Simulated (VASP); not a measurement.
# ZrSi11O24 (a cell with a defect) in VASP: a series of runs

Aim: see how the results for ZrSi11O24 (a cell with a defect) move with the level of theory and the settings. Levels: PBEsol, r2SCAN. Tasks: single point.

All numbers are computed with VASP 6.6.1; they aren't measurements. Logs are shortened: lines on timing, memory, paths and dates and some standing lists are left out, and cuts for length are marked.

## 1. The cell of the first run

The cell holds a defect, 72 atoms: a = 8.389 Å, b = 8.389 Å, c = 8.036 Å, α = 90.00°, β = 90.00°, γ = 90.00°.

## 2. Single point, PBEsol

INCAR reads:

```
SYSTEM = ZrSi11O24
PREC = Accurate
ENCUT = 520
EDIFF = 1E-6
ISMEAR = -1
SIGMA = 0.05
LREAL = Auto
LASPH = .True.
NELM = 120
ALGO = Normal
ISIF = 2
LWAVE = .False.
LCHARG = .True.
GGA = PS
LELF = .True.
LVHAR = .True.
ISYM = -1
NBANDS = 242
GGA_COMPAT = .False.
```

KPOINTS reads:

```
explicit points
1
Reciprocal
  0.25000000   0.25000000   0.25000000 1
```

POSCAR reads:

```
ZrSi11O24
1.0
    8.3886930000      0.0000000000      0.0000000000
    0.0000000000      8.3886930000      0.0000000000
    0.0000000000      0.0000000000      8.0356430000
Si Zr O
22 2 48
Direct
    0.0004820000      0.0026540000      0.9967210000
    0.9995000000      0.0055290000      0.3355500000
    0.9972170000      0.9994770000      0.6677960000
    0.9924680000      0.5040110000      0.9976250000
    0.9926330000      0.5025730000      0.3352960000
    0.9983140000      0.4982680000      0.6680860000
    0.5052150000      0.9923100000      0.9977950000
    0.5090620000      0.9936010000      0.3355470000
    0.4989570000      0.9987460000      0.6671620000
    0.5061520000      0.5012270000      0.9863910000
    0.5012090000      0.4956640000      0.6713600000
    0.2422990000      0.2424590000      0.5084300000
    0.2476890000      0.2452440000      0.8260250000
    0.2402400000      0.7531900000      0.1603400000
    0.2418750000      0.7533270000      0.5068430000
    0.2477380000      0.7508040000      0.8323720000
    0.7477910000      0.2492660000      0.1641910000
    0.7474650000      0.2514450000      0.5025730000
    0.7512050000      0.2471750000      0.8321360000
    0.7619290000      0.7588870000      0.1651490000
    0.7604320000      0.7567500000      0.5040400000
    0.7489640000      0.7482460000      0.8326010000
    0.4869600000      0.5371540000      0.3339630000
    0.2695710000      0.2664030000      0.1647190000
    0.1471940000      0.1486200000      0.9832110000
    0.1447770000      0.1472010000      0.3496150000
    0.1482150000      0.1488710000      0.6679720000
    0.1407200000      0.6601320000      0.9948720000
    0.1548580000      0.6507860000      0.3339460000
    0.1440730000      0.6564820000      0.6709620000
    0.6545250000      0.1475590000      0.9974390000
    0.6524350000      0.1531170000      0.3336070000
    0.6514240000      0.1506540000      0.6678770000
    0.6542680000      0.6540970000      0.0021110000
    0.6765040000      0.6680080000      0.3349310000
    0.6561520000      0.6557040000      0.6646810000
    0.3587680000      0.3501950000      0.9613020000
    0.3464340000      0.3462960000      0.3724530000
    0.3448340000      0.3392490000      0.6670990000
    0.3460630000      0.8458080000      0.9984760000
    0.3587080000      0.8258100000      0.3321250000
    0.3422650000      0.8517210000      0.6689010000
    0.8452560000      0.3469790000      0.9992590000
    0.8405730000      0.3506720000      0.3324470000
    0.8500000000      0.3438960000      0.6678230000
    0.8504810000      0.8491600000      0.9966520000
    0.8570660000      0.8560860000      0.3345460000
    0.8499970000      0.8484750000      0.6696180000
    0.0822170000      0.4154230000      0.1662960000
    0.0914650000      0.4030400000      0.5015290000
    0.0942930000      0.4046950000      0.8338360000
    0.1002960000      0.9081160000      0.1671970000
    0.0963540000      0.9020070000      0.5011760000
    0.0952550000      0.9031230000      0.8318190000
    0.5885760000      0.3921830000      0.1500840000
    0.6035440000      0.4026260000      0.5143250000
    0.6061470000      0.4054460000      0.8289660000
    0.6069510000      0.8974910000      0.1662970000
    0.6019620000      0.9015880000      0.5022200000
    0.5981570000      0.8986020000      0.8319230000
    0.4140750000      0.0761420000      0.1686050000
    0.4017040000      0.0870350000      0.4985210000
    0.4038290000      0.0912060000      0.8336150000
    0.3774490000      0.5878920000      0.1284010000
    0.3883940000      0.6048100000      0.5374570000
    0.4076080000      0.6011740000      0.8297310000
    0.9046460000      0.1003760000      0.1651750000
    0.8986050000      0.0969370000      0.5031190000
    0.8992200000      0.0957350000      0.8318290000
    0.8999500000      0.6048270000      0.1662870000
    0.9042690000      0.6003020000      0.5021150000
    0.8967000000      0.5958060000      0.8322410000
```

Potentials or basis: VASP PAW PBE potentials, release 64 (Si, Zr_sv, O).

Command:

```console
cat potpaw_PBE.64/Si/POTCAR potpaw_PBE.64/Zr_sv/POTCAR potpaw_PBE.64/O/POTCAR > POTCAR
mpirun -np 1 vasp_std > vasp.out
```

OUTCAR:

```text
SYSTEM = ZrSi11O24
   PREC = Accurate
   ENCUT = 520
   EDIFF = 1E-6
   ISMEAR = -1
   LREAL = Auto
   LASPH = .True.
   NELM = 120
   ISIF = 2
   GGA = PS
   ISYM = -1

 ion  position               nearest neighbor table
   1  0.000  0.003  0.997-  25 1.74  54 1.76  69 1.76  67 1.78  52 1.79  46 1.80   3 2.64   2 2.72
                            24 3.44
   2  0.999  0.006  0.336-  26 1.71  47 1.73  68 1.77  67 1.77  53 1.78  52 1.79   3 2.67   1 2.72
                            24 3.44
   3  0.997  0.999  0.668-  69 1.75  54 1.75  68 1.76  48 1.77  53 1.78  27 1.78   1 2.64   2 2.67
                            21 3.13
   4  0.992  0.504  0.998-  49 1.72  72 1.73  70 1.78  51 1.78  43 1.81  28 1.81   6 2.65   5 2.71
                            24 3.34
   5  0.993  0.503  0.335-  49 1.72  71 1.74  50 1.78  70 1.78  44 1.80  29 1.84   6 2.67   4 2.71
                            24 3.35
   6  0.998  0.498  0.668-  51 1.74  50 1.74  71 1.77  72 1.77  45 1.80  30 1.80   4 2.65   5 2.67
[... 27 lines left out ...]
  20  0.762  0.759  0.165-  35 1.72  46 1.72  70 1.74  58 1.74  47 1.78  34 1.82  22 2.68  21 2.72
                            23 3.26
  21  0.760  0.757  0.504-  35 1.70  48 1.71  36 1.77  71 1.78  47 1.79  59 1.80  22 2.64  20 2.72
                             3 3.13  23 3.24
  22  0.749  0.748  0.833-  36 1.74  34 1.76  48 1.77  72 1.78  46 1.78  60 1.79  21 2.64  20 2.68

  23  0.487  0.537  0.334-  65 1.92  35 1.93  64 1.94  38 2.01  56 2.08  55 2.09  41 2.65  11 2.74
                            10 2.81  15 3.07  14 3.08  24 3.21  21 3.24  20 3.26  12 3.51  18 3.52
  24  0.270  0.266  0.165-  38 1.91  37 1.93  61 2.00  49 2.01  25 2.04  26 2.07  13 2.73  12 2.78
                            64 2.86  55 2.88  10 3.14  23 3.21   7 3.32   8 3.34   4 3.34   5 3.35
  25  0.147  0.149  0.983-  13 1.72   1 1.74  24 2.04
  26  0.145  0.147  0.350-   2 1.71  12 1.71  24 2.07
  27  0.148  0.149  0.668-  12 1.70  13 1.72   3 1.78
  28  0.141  0.660  0.995-  14 1.75  16 1.76   4 1.81
  29  0.155  0.651  0.334-  14 1.79  15 1.79   5 1.84
  30  0.144  0.656  0.671-  16 1.75  15 1.75   6 1.80
[... 8 lines left out ...]
  39  0.345  0.339  0.667-  13 1.71  12 1.74  11 1.86
  40  0.346  0.846  0.998-  14 1.76  16 1.76   7 1.81
  41  0.359  0.826  0.332-  14 1.81  15 1.82   8 1.89  23 2.65
[... 17 lines left out ...]
  59  0.602  0.902  0.502-   8 1.73   9 1.78  21 1.80
  60  0.598  0.899  0.832-   7 1.73   9 1.78  22 1.79
  61  0.414  0.076  0.169-   8 1.71   7 1.72  24 2.00
  62  0.402  0.087  0.499-   9 1.75   8 1.77  12 1.87
  63  0.404  0.091  0.834-   9 1.74   7 1.78  13 1.84
  64  0.377  0.588  0.128-  10 1.73  14 1.82  23 1.94  24 2.86
  65  0.388  0.605  0.537-  11 1.70  15 1.77  23 1.92
  66  0.408  0.601  0.830-  10 1.72  11 1.74  16 1.84
  67  0.905  0.100  0.165-   2 1.77   1 1.78  17 1.81
  68  0.899  0.097  0.503-   3 1.76   2 1.77  18 1.81
  69  0.899  0.096  0.832-   3 1.75   1 1.76  19 1.78
  70  0.900  0.605  0.166-  20 1.74   4 1.78   5 1.78
  71  0.904  0.600  0.502-   5 1.74   6 1.77  21 1.78
  72  0.897  0.596  0.832-   4 1.73   6 1.77  22 1.78

IMPORTANT INFORMATION: All symmetrisations will be switched off!
NOSYMM: (Re-)initialisation of all symmetry stuff for point group C_1.

----------------------------------------------------------------------------------------

                                     Primitive cell

  volume of cell :     565.4696

  direct lattice vectors                    reciprocal lattice vectors
     8.388693000  0.000000000  0.000000000     0.119208082  0.000000000  0.000000000
     0.000000000  8.388693000  0.000000000     0.000000000  0.119208082  0.000000000
     0.000000000  0.000000000  8.035643000     0.000000000  0.000000000  0.124445548

  length of vectors
     8.388693000  8.388693000  8.035643000     0.119208082  0.119208082  0.124445548

  position of ions in fractional coordinates (direct lattice)
     0.000482000  0.002654000  0.996721000
     0.999500000  0.005529000  0.335550000
     0.997217000  0.999477000  0.667796000
     0.992468000  0.504011000  0.997625000
     0.992633000  0.502573000  0.335296000
     0.998314000  0.498268000  0.668086000
[... 64 lines left out ...]
     0.904269000  0.600302000  0.502115000
     0.896700000  0.595806000  0.832241000

  ion indices of the primitive-cell ions
   primitive index   ion index
                 1           1
                 2           2
                 3           3
                 4           4
                 5           5
                 6           6
[... 64 lines left out ...]
                71          71
                72          72

----------------------------------------------------------------------------------------

 KPOINTS: explicit points

Read explicit list of k-points.

 Found      1 k-points:

 Following reciprocal coordinates:
            Coordinates               Weight
  0.250000  0.250000  0.250000      1.000000
   k-points           NKPTS =      1   k-points in BZ     NKDIM =      1   number of bands    NBANDS=    242
   number of dos      NEDOS =    301   number of ions     NIONS =     72
   total plane-waves  NPLWV = 245760
   dimension x,y,z NGX =    64 NGY =   64 NGZ =   60
   dimension x,y,z NGXF=   128 NGYF=  128 NGZF=  120
   ions per type =              22   2  48
   NGX,Y,Z   is equivalent  to a cutoff of  12.68, 12.68, 12.41 a.u.
   NGXF,Y,Z  is equivalent  to a cutoff of  25.37, 25.37, 24.83 a.u.
 SYSTEM =  ZrSi11O24
   PREC   = accura    normal or accurate (medium, high low for compatibility)
   ISTART =      0    job   : 0-new  1-cont  2-samecut
   ICHARG =      2    charge: 1-file 2-atom 10-const
   ISPIN  =      1    spin polarized calculation?
   LNONCOLLINEAR =      F non collinear calculations
   LSORBIT =      F    spin-orbit coupling
   LASPH  =      T    aspherical Exc in radial PAW
   ENCUT  =  520.0 eV  38.22 Ry    6.18 a.u.  15.60 15.60 14.94*2*pi/ulx,y,z
   NELM   =    120;   NELMIN=  2; NELMDL= -5     # of ELM steps
   EDIFF  = 0.1E-05   stopping-criterion for ELM
   LREAL  =      T    real-space projection
   EDIFFG = 0.1E-04   stopping-criterion for IOM
   NSW    =      0    number of steps for IOM
   IBRION =     -1    ionic relax: 0-MD 1-quasi-New 2-CG
   NFREE  =      0    steps in history (QN), initial steepest desc. (CG)
   ISIF   =      2    stress and relaxation
   ISYM   =     -1    0-nonsym 1-usesym 2-fastsym
   POTIM  = 0.5000    time-step for ionic-motion
   TEBEG  =    0.0;   TEEND  =   0.0 temperature during run
   PSTRESS=    0.0 pullay stress
   NELECT =     400.0000    total number of electrons
   NUPDOWN=      -1.0000    fix difference up-down
   EMIN   =  10.00;   EMAX   =-10.00  energy-range for DOS
   EFERMI =   0.00;   METHOD = LEGACY
   ISMEAR =    -1;   SIGMA  =   0.05  broadening in eV -4-tet -1-fermi 0-gaus
   EFERMI_NEDOS =   21; number of points for ismear=-14 and -15
   IALGO  =     38    algorithm
   IMIX   =      4    mixing-type and parameters
     AMIX     =   0.40;   BMIX     =  1.00
     AMIX_MAG =   1.60;   BMIX_MAG =  1.00
  volume/ion in A,a.u.               =       7.85        53.00
  Fermi-wavevector in a.u.,A,eV,Ry     =   1.458675  2.756495 28.949545  2.127732
  Thomas-Fermi vector in A             =   2.575331
   LORBIT       =      0    0 simple, 1 ext, 2 COOP (PROOUT), +10 PAW based schemes
   GGA     = PS    functional components
   LHFCALC =     F    Hartree Fock is set to
   AEXX    =    0.0000 exact exchange contribution
   IVDW    =     0    specifies the selected vdW correction
   LEPSILON=     F    determine dielectric tensor
   LRPA    =     F    only Hartree local field effects (RPA)
 non-spin polarized calculation
  energy-cutoff  :      520.00
  volume of cell :      565.47
 maximum number of plane-waves:     15222
 NGX is ok and might be reduce to    64
   NGX = 31   NGY = 31   NGZ = 29

 number of electron     399.9999962 magnetization

 Free energy of the ion-electron system (eV)
  ---------------------------------------------------
  ext. energy  EPLUGINS =         0.00000000
  ---------------------------------------------------
  free energy    TOTEN  =      -592.07508612 eV

  energy without entropy =     -592.07508612  energy(sigma->0) =     -592.07508612

 E-fermi :   9.3691     XC(G=0): -12.5844

 val. band max:        8.0989026738   @ k =   0.2500   0.2500   0.2500
 cond. band min:      12.3866053280   @ k =   0.2500   0.2500   0.2500
 fundamental gap:      4.2877026542
 Fermi energy:         9.3691060134

 k-point     1 :       0.2500    0.2500    0.2500
  band No.  band energies     occupation
      1     -39.2960      2.00000
      2     -39.1769      2.00000
      3     -18.4890      2.00000
      4     -18.4408      2.00000
      5     -18.0702      2.00000
      6     -17.8447      2.00000
[... 204 lines left out ...]
    211      15.8237      0.00000
    212      15.8695      0.00000
 [bands above 212 left out]

------------------------ aborting loop because EDIFF is reached ----------------------------------------

  FORCE on cell =-STRESS in cart. coord.  units (eV):
  Direction    XX          YY          ZZ          XY          YZ          ZX
  --------------------------------------------------------------------------------------
  -------------------------------------------------------------------------------------
  Total       45.4852580     44.6805977     79.9184087      0.9183371      0.4659237     -0.2193408
  in kB      128.8759885    126.5960983    226.4374078      2.6019771      1.3201283     -0.6214710
  external PRESSURE =     160.6364982 kB  Pullay stress =       0.0000000 kB

 VOLUME and BASIS-vectors are now :
 -----------------------------------------------------------------------------
  energy-cutoff  :      520.00
  volume of cell :      565.47
      direct lattice vectors                 reciprocal lattice vectors
     8.388693000  0.000000000  0.000000000     0.119208082  0.000000000  0.000000000
     0.000000000  8.388693000  0.000000000     0.000000000  0.119208082  0.000000000
     0.000000000  0.000000000  8.035643000     0.000000000  0.000000000  0.124445548

 POSITION                                       TOTAL-FORCE (eV/Angst)
 -----------------------------------------------------------------------------------
      0.00404      0.02226      8.00929        -0.007665     -0.009299      0.020607
      8.38450      0.04638      2.69636         0.005400     -0.006653     -0.016351
      8.36535      8.38431      5.36617         0.002573      0.002598     -0.005646
      8.32551      4.22799      8.01656         0.003272      0.000692      0.001583
      8.32689      4.21593      2.69432        -0.001298      0.001140      0.001818
      8.37455      4.17982      5.36850        -0.012014      0.020836      0.000110
[... 64 lines left out ...]
      7.58564      5.03575      4.03482        -0.017047      0.016817      0.009217
      7.52214      4.99803      6.68759        -0.026986      0.023484     -0.013963
 -----------------------------------------------------------------------------------
    total drift:                                0.006551      0.007780      0.003657

  FREE ENERGIE OF THE ION-ELECTRON SYSTEM (eV)
  ---------------------------------------------------
  free  energy   TOTEN  =      -592.0750861164 eV

  energy  without entropy=     -592.0750861164  energy(sigma->0) =     -592.07508612
```

Run time: 4.1 min. Hardware: 1 thread of Intel Xeon Platinum 8259CL at 2.50GHz (Skylake/Cascade Lake), shared host; peak memory 0.57 GiB.

Results:

```yaml
Free_energy: -592.0751 eV
Pressure: 16.1 GPa
Largest_force: 0.095 eV/Å
Band_gap_on_the_k_mesh: 4.29 eV
```

Forces in eV/Å, atoms in the order of the input:
```
Si  -0.008 -0.009  0.021
Si   0.005 -0.007 -0.016
Si   0.003  0.003 -0.006
Si   0.003  0.001  0.002
Si  -0.001  0.001  0.002
Si  -0.012  0.021  0.000
Si  -0.005 -0.001  0.003
Si  -0.003 -0.007 -0.002
Si   0.017 -0.018  0.001
Si  -0.002  0.003  0.037
Si  -0.010 -0.007 -0.018
Si  -0.010 -0.014 -0.003
Si  -0.021 -0.018  0.026
Si   0.007 -0.007  0.014
Si   0.005 -0.005 -0.018
Si   0.008 -0.012  0.005
Si   0.003 -0.004  0.013
Si   0.008 -0.009 -0.016
Si  -0.005  0.006  0.007
Si  -0.009 -0.007 -0.001
Si  -0.001  0.001 -0.004
Si   0.017  0.018  0.007
Zr   0.021 -0.048 -0.011
Zr  -0.027 -0.031 -0.003
O   -0.020 -0.018  0.014
O   -0.005 -0.009 -0.018
O   -0.037 -0.040  0.011
O   -0.032 -0.029 -0.008
O   -0.015 -0.011  0.003
O   -0.033 -0.036  0.005
O   -0.024 -0.025 -0.002
O   -0.009 -0.016  0.001
O   -0.027 -0.025 -0.005
O   -0.017 -0.020  0.019
O   -0.005 -0.007 -0.010
O   -0.037 -0.039 -0.010
O    0.062  0.057 -0.016
O    0.063  0.070  0.011
O    0.050  0.051 -0.010
O    0.033  0.028  0.003
O    0.017  0.012  0.006
O    0.035  0.034 -0.001
O    0.022  0.023 -0.002
O    0.015  0.010  0.000
O    0.026  0.028 -0.002
O    0.027  0.024 -0.015
O   -0.005 -0.002  0.004
O    0.022  0.021  0.016
O    0.023 -0.017 -0.001
O    0.030 -0.032 -0.008
O    0.037 -0.040  0.005
O   -0.005 -0.002  0.006
O    0.009 -0.005 -0.005
O    0.032 -0.030  0.002
O    0.018 -0.020  0.019
O    0.022 -0.017 -0.026
O    0.047 -0.048 -0.003
O    0.003 -0.004 -0.001
O    0.022 -0.024  0.013
O    0.022 -0.022 -0.013
O   -0.025  0.023 -0.002
O   -0.035  0.036 -0.010
O   -0.034  0.036  0.009
O   -0.048  0.035 -0.034
O   -0.049  0.047  0.030
O   -0.050  0.050 -0.009
O   -0.021  0.012 -0.001
O   -0.025  0.025  0.000
O   -0.022  0.024 -0.002
O    0.005  0.000  0.002
O   -0.017  0.017  0.009
O   -0.027  0.023 -0.014
```

Levels at points of the mesh, in eV from the valence-band top:
| k point | band 198 | band 199 | band 200 | band 201 | band 202 | band 203 |
| --- | --- | --- | --- | --- | --- | --- |
| (0.25, 0.25, 0.25) | -0.56 | -0.47 | 0.00 | 4.29 | 4.61 | 4.90 |

Caveat: the PAW data sets were made with another functional, which shifts forces and pressure a little.

(Part 1 of 3 ends here.)
